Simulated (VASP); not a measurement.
# SiNi3 (P4/mmm) in VASP: notebook

SiNi3 is run at these levels: PBEsol; tasks: single point.

Program: VASP 6.6.1. These are calculated values, not measurements. Logs are shortened: lines on timing, memory, paths and dates and some standing lists are left out, and cuts for length are marked.

**1. The cell of the first run**

The structure is tetragonal, space group P4/mmm (No. 123). The conventional cell has a = 3.461 Å, b = 3.461 Å, c = 3.288 Å, α = 90.00°, β = 90.00°, γ = 90.00°. Within 3.3 Å of Si (site symmetry 4/mmm) lie 12 Ni at 2.39 to 2.45 Å and 2 Si at 3.29 Å. Within 3.3 Å of Ni (site symmetry mmm) lie 4 Si at 2.39 Å and 10 Ni at 2.39 to 3.29 Å. Within 3.3 Å of Ni (site symmetry 4/mmm) lie 10 Ni at 2.39 to 3.29 Å and 4 Si at 2.45 Å.

**2. Single point, PBEsol (strain +0.000 along x and y, -0.050 along z)**

File INCAR:

```
  PREC = Accurate
  ENCUT = 520
  EDIFF = 1E-6
  ISMEAR = 0
  SIGMA = 0.15
  LREAL = F
  LASPH = T
  NELM = 100
  ALGO = Fast
  ISIF = 2
  LWAVE = F
  LCHARG = F
  GGA = PS
  NBANDS = 25
```

File KPOINTS:

```
regular mesh
0
Gamma
  14 14 14
```

File POSCAR:

```
SiNi3
1.0
    3.4612457600      0.0000000000      0.0000000000
    0.0000000000      3.4612457600      0.0000000000
    0.0000000000      0.0000000000      3.2881834720
Si Ni
1 3
Direct
    0.0000000000      0.0000000000      0.0000000000
    0.0000000000      0.5000000000      0.5000000000
    0.5000000000      0.0000000000      0.5000000000
    0.5000000000      0.5000000000      0.0000000000
```

Potentials or basis: VASP PAW PBE potentials, release 64 (Si, Ni).

The run is started by

```bash
cat potpaw_PBE.64/Si/POTCAR potpaw_PBE.64/Ni/POTCAR > POTCAR
mpirun -np 1 vasp_std > vasp.out
```

OUTCAR:

```text
PREC = Accurate
   ENCUT = 520
   EDIFF = 1E-6
   ISMEAR = 0
   LREAL = F
   LASPH = T
   NELM = 100
   ISIF = 2
   GGA = PS

 ion  position               nearest neighbor table
   1  0.000  0.000  0.000-   2 2.39   3 2.39   2 2.39   3 2.39   2 2.39   2 2.39   3 2.39   3 2.39
                             4 2.45   4 2.45   4 2.45   4 2.45
   2  0.000  0.500  0.500-   1 2.39   4 2.39   1 2.39   4 2.39   1 2.39   1 2.39   4 2.39   4 2.39
                             3 2.45   3 2.45   3 2.45   3 2.45
   3  0.500  0.000  0.500-   1 2.39   4 2.39   1 2.39   4 2.39   4 2.39   4 2.39   1 2.39   1 2.39
                             2 2.45   2 2.45   2 2.45   2 2.45
   4  0.500  0.500  0.000-   2 2.39   3 2.39   2 2.39   3 2.39   3 2.39   3 2.39   2 2.39   2 2.39
                             1 2.45   1 2.45   1 2.45   1 2.45

  LATTYP: Found a simple tetragonal cell.
 ALAT       =     3.4612457600
 C/A-ratio  =     0.9500000000

  Lattice vectors:

 A1 = (   3.4612457600,   0.0000000000,   0.0000000000)
 A2 = (   0.0000000000,   3.4612457600,   0.0000000000)
 A3 = (   0.0000000000,   0.0000000000,   3.2881834720)

Analysis of symmetry for initial positions (statically):
=====================================================================
 Subroutine PRICEL returns:
 Original cell was already a primitive cell.

 Routine SETGRP: Setting up the symmetry group for a
 simple tetragonal supercell.

 Subroutine GETGRP returns: Found 16 space group operations
 (whereof 16 operations were pure point group operations)
 out of a pool of 16 trial point group operations.

The static configuration has the point symmetry D_4h.

Analysis of symmetry for dynamics (positions and initial velocities):
=====================================================================
 Subroutine PRICEL returns:
 Original cell was already a primitive cell.

 Routine SETGRP: Setting up the symmetry group for a
 simple tetragonal supercell.

 Subroutine GETGRP returns: Found 16 space group operations
 (whereof 16 operations were pure point group operations)
 out of a pool of 16 trial point group operations.

The dynamic configuration has the point symmetry D_4h.

 Subroutine INISYM returns: Found 16 space group operations
 (whereof 16 operations are pure point group operations),
 and found     1 'primitive' translations

----------------------------------------------------------------------------------------

                                     Primitive cell

  volume of cell :      39.3932

  direct lattice vectors                    reciprocal lattice vectors
     3.461245760  0.000000000  0.000000000     0.288913319  0.000000000  0.000000000
     0.000000000  3.461245760  0.000000000     0.000000000  0.288913319  0.000000000
     0.000000000  0.000000000  3.288183472     0.000000000  0.000000000  0.304119283

  length of vectors
     3.461245760  3.461245760  3.288183472     0.288913319  0.288913319  0.304119283

  position of ions in fractional coordinates (direct lattice)
     0.000000000  0.000000000  0.000000000
     0.000000000  0.500000000  0.500000000
     0.500000000  0.000000000  0.500000000
     0.500000000  0.500000000  0.000000000

  ion indices of the primitive-cell ions
   primitive index   ion index
                 1           1
                 2           2
                 3           3
                 4           4

----------------------------------------------------------------------------------------

 KPOINTS: regular mesh

Automatic generation of k-mesh.
 Grid dimensions read from file:
 generate k-points for:   14   14   14

 Generating k-lattice:

  Cartesian coordinates                     Fractional coordinates (reciprocal lattice)
     0.020636666  0.000000000  0.000000000     0.071428571  0.000000000  0.000000000
     0.000000000  0.020636666  0.000000000     0.000000000  0.071428571  0.000000000
     0.000000000  0.000000000  0.021722806     0.000000000  0.000000000  0.071428571

  Length of vectors
     0.020636666  0.020636666  0.021722806

  Shift w.r.t. Gamma in fractional coordinates (k-lattice)
     0.000000000  0.000000000  0.000000000

 Subroutine IBZKPT returns following result:
 ===========================================

 Found    288 irreducible k-points:

 Following reciprocal coordinates:
            Coordinates               Weight
  0.000000  0.000000  0.000000      1.000000
  0.071429  0.000000  0.000000      4.000000
  0.142857  0.000000  0.000000      4.000000
  0.214286  0.000000  0.000000      4.000000
  0.285714  0.000000  0.000000      4.000000
  0.357143  0.000000  0.000000      4.000000
[... 16 lines left out ...]
  0.285714  0.214286  0.000000      8.000000
  0.357143  0.214286  0.000000      8.000000
 [... further k-points ...]
   k-points           NKPTS =    288   k-points in BZ     NKDIM =    288   number of bands    NBANDS=     25
   number of dos      NEDOS =    301   number of ions     NIONS =      4
   total plane-waves  NPLWV =  18816
   dimension x,y,z NGX =    28 NGY =   28 NGZ =   24
   dimension x,y,z NGXF=    56 NGYF=   56 NGZF=   48
   ions per type =               1   3
   NGX,Y,Z   is equivalent  to a cutoff of  13.45, 13.45, 12.13 a.u.
   NGXF,Y,Z  is equivalent  to a cutoff of  26.90, 26.90, 24.27 a.u.
 SYSTEM =  unknown system
   PREC   = accura    normal or accurate (medium, high low for compatibility)
   ISTART =      0    job   : 0-new  1-cont  2-samecut
   ICHARG =      2    charge: 1-file 2-atom 10-const
   ISPIN  =      1    spin polarized calculation?
   LNONCOLLINEAR =      F non collinear calculations
   LSORBIT =      F    spin-orbit coupling
   LASPH  =      T    aspherical Exc in radial PAW
   ENCUT  =  520.0 eV  38.22 Ry    6.18 a.u.   6.44  6.44  6.11*2*pi/ulx,y,z
   NELM   =    100;   NELMIN=  2; NELMDL= -5     # of ELM steps
   EDIFF  = 0.1E-05   stopping-criterion for ELM
   LREAL  =      F    real-space projection
   EDIFFG = 0.1E-04   stopping-criterion for IOM
   NSW    =      0    number of steps for IOM
   IBRION =     -1    ionic relax: 0-MD 1-quasi-New 2-CG
   NFREE  =      0    steps in history (QN), initial steepest desc. (CG)
   ISIF   =      2    stress and relaxation
   ISYM   =      2    0-nonsym 1-usesym 2-fastsym
   POTIM  = 0.5000    time-step for ionic-motion
   TEBEG  =    0.0;   TEEND  =   0.0 temperature during run
   PSTRESS=    0.0 pullay stress
   NELECT =      34.0000    total number of electrons
   NUPDOWN=      -1.0000    fix difference up-down
   EMIN   =  10.00;   EMAX   =-10.00  energy-range for DOS
   EFERMI =   0.00;   METHOD = LEGACY
   ISMEAR =     0;   SIGMA  =   0.15  broadening in eV -4-tet -1-fermi 0-gaus
   EFERMI_NEDOS =   21; number of points for ismear=-14 and -15
   IALGO  =     68    algorithm
   IMIX   =      4    mixing-type and parameters
     AMIX     =   0.40;   BMIX     =  1.00
     AMIX_MAG =   1.60;   BMIX_MAG =  1.00
  volume/ion in A,a.u.               =       9.85        66.46
  Fermi-wavevector in a.u.,A,eV,Ry     =   1.558694  2.945504 33.055717  2.429527
  Thomas-Fermi vector in A             =   2.662161
   LORBIT       =      0    0 simple, 1 ext, 2 COOP (PROOUT), +10 PAW based schemes
   GGA     = PS    functional components
   LHFCALC =     F    Hartree Fock is set to
   AEXX    =    0.0000 exact exchange contribution
   IVDW    =     0    specifies the selected vdW correction
   LEPSILON=     F    determine dielectric tensor
   LRPA    =     F    only Hartree local field effects (RPA)
 non-spin polarized calculation
 RMM-DIIS sequential band-by-band and
 Gauss-broadening in eV      SIGMA  =   0.15
  energy-cutoff  :      520.00
  volume of cell :       39.39
 maximum number of plane-waves:      1080
 NGX is ok and might be reduce to    28
   NGX = 13   NGY = 13   NGZ = 13

 number of electron      34.0000011 magnetization

 Free energy of the ion-electron system (eV)
  ---------------------------------------------------
  ext. energy  EPLUGINS =         0.00000000
  ---------------------------------------------------
  free energy    TOTEN  =       -26.17759588 eV

  energy without entropy =      -26.15958594  energy(sigma->0) =      -26.16859091

 E-fermi :  11.9356     XC(G=0): -13.7443

 val. band max:       11.9235238553   @ k =   0.5000   0.3571   0.5000
 cond. band min:      11.9461237143   @ k =   0.5000   0.3571   0.4286
 fundamental gap:      0.0225998590
 Fermi energy:        11.9356194307

 k-point     1 :       0.0000    0.0000    0.0000
  band No.  band energies     occupation
      1      -0.7572      2.00000
      2       6.4129      2.00000
      3       7.2465      2.00000
      4       7.3015      2.00000
      5       7.8060      2.00000
      6       7.8973      2.00000
[... 17 lines left out ...]
     24      22.8685      0.00000
     25      23.5646      0.00000

 k-point     2 :       0.0714    0.0000    0.0000
  band No.  band energies     occupation
      1      -0.6951      2.00000
      2       6.4251      2.00000
      3       7.1699      2.00000
      4       7.3359      2.00000
      5       7.8000      2.00000
      6       7.9037      2.00000
[... 17 lines left out ...]
     24      22.7322      0.00000
     25      23.3656      0.00000

 k-point     3 :       0.1429    0.0000    0.0000
  band No.  band energies     occupation
      1      -0.5106      2.00000
      2       6.3828      2.00000
      3       6.9708      2.00000
      4       7.4645      2.00000
      5       7.7808      2.00000
      6       7.9196      2.00000
[... 552 lines left out ...]
 k-point    23 :       0.2857    0.2143    0.0000
  band No.  band energies     occupation
      1       0.7041      2.00000
      2       5.6346      2.00000
      3       6.4923      2.00000
      4       7.5032      2.00000
      5       7.8137      2.00000
      6       8.1120      2.00000
[... 17 lines left out ...]
     24      21.6815      0.00000
     25      22.8295      0.00000

 k-point    24 :       0.3571    0.2143    0.0000
  band No.  band energies     occupation
      1       1.1573      2.00000
      2       4.9130      2.00000
      3       6.6486      2.00000
      4       7.6044      2.00000
      5       7.8028      2.00000
      6       8.3229      2.00000
[... 17 lines left out ...]
     24      22.2780      0.00000
     25      23.1816      0.00000

 [... further k-points ...]

------------------------ aborting loop because EDIFF is reached ----------------------------------------

  FORCE on cell =-STRESS in cart. coord.  units (eV):
  Direction    XX          YY          ZZ          XY          YZ          ZX
  --------------------------------------------------------------------------------------
  -------------------------------------------------------------------------------------
  Total        2.7550931      2.7550931      4.9415091      0.0000000      0.0000000      0.0000000
  in kB      112.0536326    112.0536326    200.9783459      0.0000000      0.0000000      0.0000000
  external PRESSURE =     141.6952037 kB  Pullay stress =       0.0000000 kB

 VOLUME and BASIS-vectors are now :
 -----------------------------------------------------------------------------
  energy-cutoff  :      520.00
  volume of cell :       39.39
      direct lattice vectors                 reciprocal lattice vectors
     3.461245760  0.000000000  0.000000000     0.288913319  0.000000000  0.000000000
     0.000000000  3.461245760  0.000000000     0.000000000  0.288913319  0.000000000
     0.000000000  0.000000000  3.288183472     0.000000000  0.000000000  0.304119283

 POSITION                                       TOTAL-FORCE (eV/Angst)
 -----------------------------------------------------------------------------------
      0.00000      0.00000      0.00000         0.000000      0.000000      0.000000
      0.00000      1.73062      1.64409         0.000000      0.000000      0.000000
      1.73062      0.00000      1.64409         0.000000      0.000000      0.000000
      1.73062      1.73062      0.00000         0.000000      0.000000      0.000000
 -----------------------------------------------------------------------------------
    total drift:                                0.000000      0.000000      0.000000

  FREE ENERGIE OF THE ION-ELECTRON SYSTEM (eV)
  ---------------------------------------------------
  free  energy   TOTEN  =       -26.1775958836 eV

  energy  without entropy=      -26.1595859411  energy(sigma->0) =      -26.16859091
```

It took 7.4 min on 1 thread of Intel Xeon 8259CL, shared host; peak memory 0.34 GiB.

Results:

* Free energy: -26.1776 eV
* Pressure: 14.2 GPa
* Band gap on the k mesh: zero (bands 17 and 18 overlap by 0.40 eV)

Stress tensor (GPa, compression positive):
```
11.21  0.00  0.00
 0.00 11.21  0.00
 0.00  0.00 20.10
```

Caveat: the cell differs from its parent crystal (strain +0.000 along x and y, -0.050 along z); the stress differs along the axes, from 11 to 20 GPa; the PAW data sets were made with another functional, which shifts forces and pressure a little.

**3. Single point, PBEsol (strain -0.025 along x and y, +0.000 along z)**

File INCAR:

```
ALGO = Fast
EDIFF = 1E-7
ENCUT = 520
GGA = PS
ISIF = 2
ISMEAR = 0
LASPH = T
LCHARG = T
LELF = T
LREAL = F
LVHAR = T
LWAVE = F
NBANDS = 25
NELM = 60
PREC = Accurate
SIGMA = 0.15
```

File KPOINTS:

```
k-points
0
Gamma
  14 14 14
```

File POSCAR:

```
SiNi3
1.0
    3.3747146160      0.0000000000      0.0000000000
    0.0000000000      3.3747146160      0.0000000000
    0.0000000000      0.0000000000      3.4612457600
Si Ni
1 3
Direct
    0.0000000000      0.0000000000      0.0000000000
    0.0000000000      0.5000000000      0.5000000000
    0.5000000000      0.0000000000      0.5000000000
    0.5000000000      0.5000000000      0.0000000000
```

Potentials or basis: VASP PAW PBE potentials, release 64 (Si, Ni).

The run is started by

```bash
cat potpaw_PBE.64/Si/POTCAR potpaw_PBE.64/Ni/POTCAR > POTCAR
mpirun -np 1 vasp_std > vasp.out
```

Run time: 11 min. Hardware: 1 thread of Intel Xeon 8259CL, shared host; peak memory 0.34 GiB.

It converged, with:

* Free energy: -26.2082 eV
* Pressure: 13.8 GPa
* Band gap on the k mesh: zero (bands 17 and 18 overlap by 0.36 eV)

Stress tensor (GPa, compression positive):
```
15.56  0.00  0.00
 0.00 15.56  0.00
 0.00  0.00 10.29
```

Levels at points of the mesh, in eV from the Fermi level:
```
           k point  band 14  band 15  band 16  band 17  band 18  band 19  band 20  band 21
(0.00, 0.00, 0.00)    -0.79    -0.63    -0.34    -0.02    -0.02     0.11     5.63     6.65
(0.50, 0.00, 0.00)    -1.44    -1.31    -0.67    -0.02     3.84     4.18     5.17     5.62
(0.50, 0.50, 0.00)    -1.60    -1.21    -1.17    -1.05     0.80     0.80     6.05     6.61
(0.00, 0.00, 0.50)    -1.44    -1.32    -0.56     0.11     3.89     3.89     5.57     5.57
(0.50, 0.00, 0.50)    -1.61    -1.30    -1.17    -1.13     0.70     0.71     6.25     6.87
(0.50, 0.50, 0.50)    -1.52    -1.35    -0.64    -0.28    -0.22    -0.22     1.63     4.29
```

Caveat: the cell differs from its parent crystal (strain -0.025 along x and y, +0.000 along z); the stress differs along the axes, from 10 to 16 GPa; the PAW data sets were made with another functional, which shifts forces and pressure a little. Spin polarisation is off, so any magnetic state and its effect on volume and gap are missing.

**4. Single point, PBEsol (strain +0.000 along x and y, -0.025 along z)**

File INCAR:

```
PREC = Accurate
ENCUT = 520
EDIFF = 1E-6
ISMEAR = 0
SIGMA = 0.15
LREAL = F
LASPH = T
NELM = 80
ALGO = Fast
ISIF = 2
LWAVE = F
LCHARG = F
GGA = PS
NBANDS = 25
```

File KPOINTS:

```
Automatic mesh
0
Gamma
  14 14 14
```

File POSCAR:

```
SiNi3
1.0
    3.4612457600      0.0000000000      0.0000000000
    0.0000000000      3.4612457600      0.0000000000
    0.0000000000      0.0000000000      3.3747146160
Si Ni
1 3
Direct
    0.0000000000      0.0000000000      0.0000000000
    0.0000000000      0.5000000000      0.5000000000
    0.5000000000      0.0000000000      0.5000000000
    0.5000000000      0.5000000000      0.0000000000
```

The run is started by

```bash
cat potpaw_PBE.64/Si/POTCAR potpaw_PBE.64/Ni/POTCAR > POTCAR
mpirun -np 1 vasp_std > vasp.out
```

It took 10 min on 1 thread of Intel Xeon 8259CL, shared host; peak memory 0.35 GiB.

The run converged. Its results:

| Item | Value |
| --- | --- |
| Free energy | -26.2726 eV |
| Pressure | 6.6 GPa |
| Band gap on the k mesh | zero (bands 17 and 18 overlap by 0.32 eV) |

Stress tensor (GPa, compression positive):
```
5.14 0.00 0.00
0.00 5.14 0.00
0.00 0.00 9.54
```

Levels at points of the mesh, in eV from the Fermi level:
```tsv
k point	band 13	band 14	band 15	band 16	band 17	band 18	band 19	band 20	band 21	band 22
(0.00, 0.00, 0.00)	-0.76	-0.62	-0.61	-0.33	-0.06	0.06	0.06	5.40	6.46	6.81
(0.50, 0.00, 0.00)	-1.45	-1.41	-1.27	-0.58	0.06	3.66	4.00	5.22	5.61	5.68
(0.50, 0.50, 0.00)	-1.64	-1.60	-1.29	-1.13	-1.11	0.65	0.65	6.15	6.82	8.11
(0.00, 0.00, 0.50)	-1.53	-1.33	-1.26	-0.68	-0.06	3.94	3.94	5.27	5.27	5.54
(0.50, 0.00, 0.50)	-1.54	-1.52	-1.20	-1.13	-1.04	0.74	0.74	5.95	6.56	7.69
(0.50, 0.50, 0.50)	-1.55	-1.46	-1.30	-0.58	-0.26	-0.26	-0.20	1.51	4.23	4.23
```

Caveat: the cell differs from its parent crystal (strain +0.000 along x and y, -0.025 along z); the cell stands under pressure; the PAW data sets were made with another functional, which shifts forces and pressure a little. Spin polarisation is off, so any magnetic state and its effect on volume and gap are missing.

**5. The runs side by side**

```tsv
cell	further INCAR settings	gap on the mesh (eV)	pressure (GPa)
a = 3.461, b = 3.461, c = 3.288 Å, 4 atoms	ALGO = Fast; EDIFF = 1e-06; NBANDS = 25	none	14.2
a = 3.375, b = 3.375, c = 3.461 Å, 4 atoms	ALGO = Fast; EDIFF = 1e-07; NBANDS = 25	none	13.8
a = 3.461, b = 3.461, c = 3.375 Å, 4 atoms	ALGO = Fast; EDIFF = 1e-06; NBANDS = 25	none	6.6
```

Alike in all rows: task single point; level PBEsol; potentials or basis VASP PAW PBE potentials, release 64 (Si, Ni); no spin polarisation; k mesh 14 × 14 × 14; cutoff (eV) 520; smearing gaussian 0.15 eV.

Caveats: the PAW data sets were made with another functional, which shifts forces and pressure a little; the stress differs along the axes, from 11 to 20 GPa (at least some runs); the stress differs along the axes, from 10 to 16 GPa (at least some runs); the cell stands under pressure (at least some runs).

Absolute energies hang on the potentials; compare differences alone.

The gap in the log of VASP goes by the Fermi energy; the results here count the filled bands.